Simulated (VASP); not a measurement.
# Sb (R-3m) in VASP: single point with PBEsol

Aim: the single point of Sb with PBEsol.

Program: VASP 6.6.1. These are calculated values, not measurements. Logs are shortened: lines on timing, memory, paths and dates and some standing lists are left out, and cuts for length are marked.

## 1. The cell of the first run

The structure is trigonal, space group R-3m (No. 166). Conventional cell: a = 4.320 Å, b = 4.320 Å, c = 11.091 Å, α = 90.00°, β = 90.00°, γ = 120.00°. Sb (site symmetry 3m) has 6 Sb at 2.92 to 3.31 Å within 3.9 Å.

## 2. Single point, PBEsol

The input, INCAR:

```
SYSTEM = Sb
PREC = Accurate ; ENCUT = 520
EDIFF = 1E-6 ; ISMEAR = 0
SIGMA = 0.05 ; LREAL = .FALSE.
LASPH = .TRUE. ; NELM = 100
ALGO = Normal ; ISIF = 2
LWAVE = .FALSE. ; LCHARG = .FALSE.
GGA = PS ; NBANDS = 12
```

The input, KPOINTS:

```
regular mesh
0
G
  12 12 12
  0 0 0
```

The input, POSCAR:

```
Sb
1.0
    2.1600021098      1.2470777995      3.6971197533
   -2.1600021098      1.2470777995      3.6971197533
    0.0000000000     -2.4941555991      3.6971197533
Sb
2
Direct
    0.2355428626      0.2355428626      0.2355428626
    0.7644571374      0.7644571374      0.7644571374
```

Potentials or basis: VASP PAW PBE potentials, release 64 (Sb).

Run with:

```sh
$ cat potpaw_PBE.64/Sb/POTCAR > POTCAR
$ mpirun -np 1 vasp_std > vasp.out
```

OUTCAR:

```text
SYSTEM = Sb
   PREC = Accurate
   ENCUT = 520
   EDIFF = 1E-6
   ISMEAR = 0
   LREAL = .FALSE.
   LASPH = .TRUE.
   NELM = 100
   ISIF = 2
   GGA = PS

 ion  position               nearest neighbor table
   1  0.236  0.236  0.236-   2 2.92   2 2.92   2 2.92   2 3.31   2 3.31   2 3.31
   2  0.764  0.764  0.764-   1 2.92   1 2.92   1 2.92   1 3.31   1 3.31   1 3.31

  LATTYP: Found a trigonal (rhomboedric) cell.
 ALAT       =     4.4597653103
 COS(alpha) =     0.5308471746

  Lattice vectors:

 A1 = (   2.1600021098,   1.2470777995,   3.6971197533)
 A2 = (  -2.1600021098,   1.2470777995,   3.6971197533)
 A3 = (   0.0000000000,  -2.4941555991,   3.6971197533)

Analysis of symmetry for initial positions (statically):
=====================================================================
 Subroutine PRICEL returns:
 Original cell was already a primitive cell.

 Routine SETGRP: Setting up the symmetry group for a
 trigonal (rhombohedral) supercell.

 Subroutine GETGRP returns: Found 12 space group operations
 (whereof 12 operations were pure point group operations)
 out of a pool of 12 trial point group operations.

The static configuration has the point symmetry D_3d.

Analysis of symmetry for dynamics (positions and initial velocities):
=====================================================================
 Subroutine PRICEL returns:
 Original cell was already a primitive cell.

 Routine SETGRP: Setting up the symmetry group for a
 trigonal (rhombohedral) supercell.

 Subroutine GETGRP returns: Found 12 space group operations
 (whereof 12 operations were pure point group operations)
 out of a pool of 12 trial point group operations.

The dynamic configuration has the point symmetry D_3d.

 Subroutine INISYM returns: Found 12 space group operations
 (whereof 12 operations are pure point group operations),
 and found     1 'primitive' translations

----------------------------------------------------------------------------------------

                                     Primitive cell

  volume of cell :      59.7534

  direct lattice vectors                    reciprocal lattice vectors
     2.160002110  1.247077799  3.697119753     0.231481255  0.133645765  0.090160275
    -2.160002110  1.247077799  3.697119753    -0.231481255  0.133645765  0.090160275
     0.000000000 -2.494155599  3.697119753     0.000000000 -0.267291530  0.090160275

  length of vectors
     4.459765310  4.459765310  4.459765310     0.282087996  0.282087996  0.282087996

  position of ions in fractional coordinates (direct lattice)
     0.235542863  0.235542863  0.235542863
     0.764457137  0.764457137  0.764457137

  ion indices of the primitive-cell ions
   primitive index   ion index
                 1           1
                 2           2

----------------------------------------------------------------------------------------

 KPOINTS: regular mesh

Automatic generation of k-mesh.
 Grid dimensions read from file:
 generate k-points for:   12   12   12

 Generating k-lattice:

  Cartesian coordinates                     Fractional coordinates (reciprocal lattice)
     0.019290105  0.011137147  0.007513356     0.083333333  0.000000000  0.000000000
    -0.019290105  0.011137147  0.007513356     0.000000000  0.083333333  0.000000000
     0.000000000 -0.022274294  0.007513356    -0.000000000 -0.000000000  0.083333333

  Length of vectors
     0.023507333  0.023507333  0.023507333

  Shift w.r.t. Gamma in fractional coordinates (k-lattice)
     0.000000000  0.000000000  0.000000000

 Subroutine IBZKPT returns following result:
 ===========================================

 Found    189 irreducible k-points:

 Following reciprocal coordinates:
            Coordinates               Weight
  0.000000  0.000000  0.000000      1.000000
  0.083333  0.000000 -0.000000      6.000000
  0.166667  0.000000 -0.000000      6.000000
  0.250000 -0.000000 -0.000000      6.000000
  0.333333  0.000000 -0.000000      6.000000
  0.416667 -0.000000 -0.000000      6.000000
[... 16 lines left out ...]
  0.500000  0.166667 -0.000000     12.000000
 -0.416667  0.166667  0.000000     12.000000
 [... further k-points ...]
   k-points           NKPTS =    189   k-points in BZ     NKDIM =    189   number of bands    NBANDS=     12
   number of dos      NEDOS =    301   number of ions     NIONS =      2
   total plane-waves  NPLWV =  46656
   dimension x,y,z NGX =    36 NGY =   36 NGZ =   36
   dimension x,y,z NGXF=    72 NGYF=   72 NGZF=   72
   ions per type =               2
   NGX,Y,Z   is equivalent  to a cutoff of  13.42, 13.42, 13.42 a.u.
   NGXF,Y,Z  is equivalent  to a cutoff of  26.84, 26.84, 26.84 a.u.
 SYSTEM =  Sb
   PREC   = accura    normal or accurate (medium, high low for compatibility)
   ISTART =      0    job   : 0-new  1-cont  2-samecut
   ICHARG =      2    charge: 1-file 2-atom 10-const
   ISPIN  =      1    spin polarized calculation?
   LNONCOLLINEAR =      F non collinear calculations
   LSORBIT =      F    spin-orbit coupling
   LASPH  =      T    aspherical Exc in radial PAW
   ENCUT  =  520.0 eV  38.22 Ry    6.18 a.u.   8.29  8.29  8.29*2*pi/ulx,y,z
   NELM   =    100;   NELMIN=  2; NELMDL= -5     # of ELM steps
   EDIFF  = 0.1E-05   stopping-criterion for ELM
   LREAL  =      F    real-space projection
   EDIFFG = 0.1E-04   stopping-criterion for IOM
   NSW    =      0    number of steps for IOM
   IBRION =     -1    ionic relax: 0-MD 1-quasi-New 2-CG
   NFREE  =      0    steps in history (QN), initial steepest desc. (CG)
   ISIF   =      2    stress and relaxation
   ISYM   =      2    0-nonsym 1-usesym 2-fastsym
   POTIM  = 0.5000    time-step for ionic-motion
   TEBEG  =    0.0;   TEEND  =   0.0 temperature during run
   PSTRESS=    0.0 pullay stress
   NELECT =      10.0000    total number of electrons
   NUPDOWN=      -1.0000    fix difference up-down
   EMIN   =  10.00;   EMAX   =-10.00  energy-range for DOS
   EFERMI =   0.00;   METHOD = LEGACY
   ISMEAR =     0;   SIGMA  =   0.05  broadening in eV -4-tet -1-fermi 0-gaus
   EFERMI_NEDOS =   21; number of points for ismear=-14 and -15
   IALGO  =     38    algorithm
   IMIX   =      4    mixing-type and parameters
     AMIX     =   0.40;   BMIX     =  1.00
     AMIX_MAG =   1.60;   BMIX_MAG =  1.00
  volume/ion in A,a.u.               =      29.88       201.62
  Fermi-wavevector in a.u.,A,eV,Ry     =   0.902168  1.704850 11.073874  0.813907
  Thomas-Fermi vector in A             =   2.025338
   LORBIT       =      0    0 simple, 1 ext, 2 COOP (PROOUT), +10 PAW based schemes
   GGA     = PS    functional components
   LHFCALC =     F    Hartree Fock is set to
   AEXX    =    0.0000 exact exchange contribution
   IVDW    =     0    specifies the selected vdW correction
   LEPSILON=     F    determine dielectric tensor
   LRPA    =     F    only Hartree local field effects (RPA)
 non-spin polarized calculation
 Gauss-broadening in eV      SIGMA  =   0.05
  energy-cutoff  :      520.00
  volume of cell :       59.75
 maximum number of plane-waves:      1624
 NGX is ok and might be reduce to    36
   NGX = 17   NGY = 17   NGZ = 17

 number of electron      10.0000000 magnetization

 Free energy of the ion-electron system (eV)
  ---------------------------------------------------
  ext. energy  EPLUGINS =         0.00000000
  ---------------------------------------------------
  free energy    TOTEN  =        -9.11735799 eV

  energy without entropy =       -9.11723360  energy(sigma->0) =       -9.11729580

 E-fermi :   7.2020     XC(G=0):  -9.7187

 val. band max:        7.0803953002   @ k =   0.2500   0.2500   0.1667
 cond. band min:       7.2096217301   @ k =  -0.4167   0.5000   0.4167
 fundamental gap:      0.1292264298
 Fermi energy:         7.2020440842

 k-point     1 :       0.0000    0.0000    0.0000
  band No.  band energies     occupation
      1      -5.5131      2.00000
      2       2.5103      2.00000
      3       5.2542      2.00000
      4       5.4291      2.00000
      5       5.4291      2.00000
      6       9.5104      0.00000
      7      10.0315      0.00000
      8      10.0315      0.00000
      9      12.1940      0.00000
     10      12.1940      0.00000
     11      12.3470      0.00000
     12      13.7281      0.00000

 k-point     2 :       0.0833    0.0000   -0.0000
  band No.  band energies     occupation
      1      -5.4360      2.00000
      2       2.1364      2.00000
      3       5.2796      2.00000
      4       5.4179      2.00000
      5       5.6003      2.00000
      6       9.4336      0.00000
      7       9.8066      0.00000
      8       9.8142      0.00000
      9      11.8823      0.00000
     10      12.2120      0.00000
     11      12.2214      0.00000
     12      14.3097      0.00000

 k-point     3 :       0.1667    0.0000   -0.0000
  band No.  band energies     occupation
      1      -5.2056      2.00000
      2       1.2763      2.00000
      3       5.2984      2.00000
      4       5.3950      2.00000
      5       5.9476      2.00000
      6       9.0877      0.00000
      7       9.2709      0.00000
      8       9.2733      0.00000
      9      11.7267      0.00000
     10      12.2878      0.00000
     11      12.5322      0.00000
     12      15.4998      0.00000
[... 286 lines left out ...]
 k-point    23 :       0.5000    0.1667   -0.0000
  band No.  band energies     occupation
      1      -3.2437      2.00000
      2      -1.9242      2.00000
      3       3.7279      2.00000
      4       4.7288      2.00000
      5       5.2905      2.00000
      6       8.6925      0.00000
      7       8.9408      0.00000
      8      10.0333      0.00000
      9      12.7050      0.00000
     10      15.2652      0.00000
     11      16.1928      0.00000
     12      16.3367      0.00000

 k-point    24 :      -0.4167    0.1667    0.0000
  band No.  band energies     occupation
      1      -2.9589      2.00000
      2      -2.2686      2.00000
      3       3.5245      2.00000
      4       5.0662      2.00000
      5       5.5294      2.00000
      6       8.1702      0.00000
      7       8.5635      0.00000
      8      10.3661      0.00000
      9      13.8069      0.00000
     10      14.2337      0.00000
     11      14.8832      0.00000
     12      17.4524      0.00000

 [... further k-points ...]
[... 5 lines left out ...]
  --------------------------------------------------------------------------------------
  -------------------------------------------------------------------------------------
  Total        0.0680181      0.0680181      0.0088912      0.0000000     -0.0000000     -0.0000000
  in kB        1.8237805      1.8237805      0.2384014      0.0000000     -0.0000000     -0.0000000
  external PRESSURE =       1.2953208 kB  Pullay stress =       0.0000000 kB

 VOLUME and BASIS-vectors are now :
 -----------------------------------------------------------------------------
  energy-cutoff  :      520.00
  volume of cell :       59.75
      direct lattice vectors                 reciprocal lattice vectors
     2.160002110  1.247077799  3.697119753     0.231481255  0.133645765  0.090160275
    -2.160002110  1.247077799  3.697119753    -0.231481255  0.133645765  0.090160275
     0.000000000 -2.494155599  3.697119753     0.000000000 -0.267291530  0.090160275

 POSITION                                       TOTAL-FORCE (eV/Angst)
 -----------------------------------------------------------------------------------
      0.00000     -0.00000      2.61249         0.000000     -0.000000      0.049478
      0.00000     -0.00000      8.47887         0.000000      0.000000     -0.049478
 -----------------------------------------------------------------------------------
    total drift:                                0.000000     -0.000000      0.000000

  FREE ENERGIE OF THE ION-ELECTRON SYSTEM (eV)
  ---------------------------------------------------
  free  energy   TOTEN  =        -9.1173579915 eV

  energy  without entropy=       -9.1172336009  energy(sigma->0) =       -9.11729580
```

Wall time 56 s (1 thread of AMD EPYC 9R45 (Zen 5), shared host); peak memory 0.24 GiB.

What came out:

```yaml
Free_energy: -9.1174 eV
Pressure: 0.1 GPa
Largest_force: 0.049 eV/Å
Band_gap_on_the_k_mesh: zero (bands 5 and 6 overlap by 0.27 eV)
```

Forces in eV/Å, atoms in the order of the input:
```
Sb   0.000  0.000  0.049
Sb   0.000  0.000 -0.049
```

Stress tensor (GPa, compression positive):
```
0.18 0.00 0.00
0.00 0.18 0.00
0.00 0.00 0.02
```

Levels at points of the mesh, in eV from the Fermi level:
```
           k point  band 1  band 2  band 3  band 4  band 5  band 6  band 7  band 8  band 9  band 10
(0.00, 0.00, 0.00)  -12.72   -4.69   -1.95   -1.77   -1.77    2.31    2.83    2.83    4.99     4.99
(0.50, 0.00, 0.00)  -10.31   -9.67   -1.76   -1.60   -0.26   -0.17    0.23    0.37    7.78     8.48
(0.50, 0.50, 0.00)  -10.31   -7.88   -5.52   -3.74   -3.68    1.58    5.08    5.51    7.12     8.84
(0.50, 0.50, 0.50)  -11.01   -9.08   -1.23   -1.23   -0.46    0.02    0.02    1.01    7.22     8.83
```

Caveat: the PAW data sets were made with another functional, which shifts forces and pressure a little; spin-orbit coupling is left out, which moves the levels of the heavy elements.
